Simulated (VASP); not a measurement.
Set up this calculation in VASP 6.6.1, as the native input.

```yaml
Task: single point
Functional: PBE
Potentials_or_basis: VASP PAW PBE potentials, release 64 (Cs_sv)
Cutoff: 520 eV
k_mesh: 1 × 1 × 9
Occupations: gaussian, width 0.05 eV
Spin: no spin polarisation
Dipole_correction: no
Further_INCAR_settings: ALGO = Normal; EDIFF = 1e-06; NBANDS = 26
```

The structure of Cs lies in POSCAR:

```
Cs
1.0
   15.2000000000      0.0000000000      0.0000000000
    0.0000000000     15.5000000000      0.0000000000
    0.0000000000      0.0000000000      6.1588643242
Cs
4
Direct
    0.2974057788      0.5000000000      0.0000000000
    0.7025942212      0.5000000000      0.0000000000
    0.5000000000      0.3013269573      0.5000000000
    0.5000000000      0.6986730427      0.5000000000
```

These files were run (other wordings do the same):

INCAR

```
  PREC = Accurate
  ENCUT = 520
  EDIFF = 1E-6
  ISMEAR = 0
  SIGMA = 0.05
  LREAL = False
  LASPH = True
  NELM = 60
  ALGO = Normal
  ISIF = 2
  LWAVE = False
  LCHARG = False
  GGA = PE
  NBANDS = 26
```

KPOINTS

```
Automatic mesh
0
Gamma
  1 1 9
```

Potentials or basis: VASP PAW PBE potentials, release 64 (Cs_sv).

Command:

```console
$ cat potpaw_PBE.64/Cs_sv/POTCAR > POTCAR
$ mpirun -np 1 vasp_std > vasp.out
```

It gave:

```
Largest force          : 0.025 eV/Å
Band gap on the k mesh : zero (bands 18 and 19 overlap by 0.51 eV)
```

Caveat: spin-orbit coupling is left out, which moves the levels of the heavy elements.

Wall time 9.4 min on 1 thread of Intel Xeon 8259CL (shared host), peak memory 1.1 GiB.
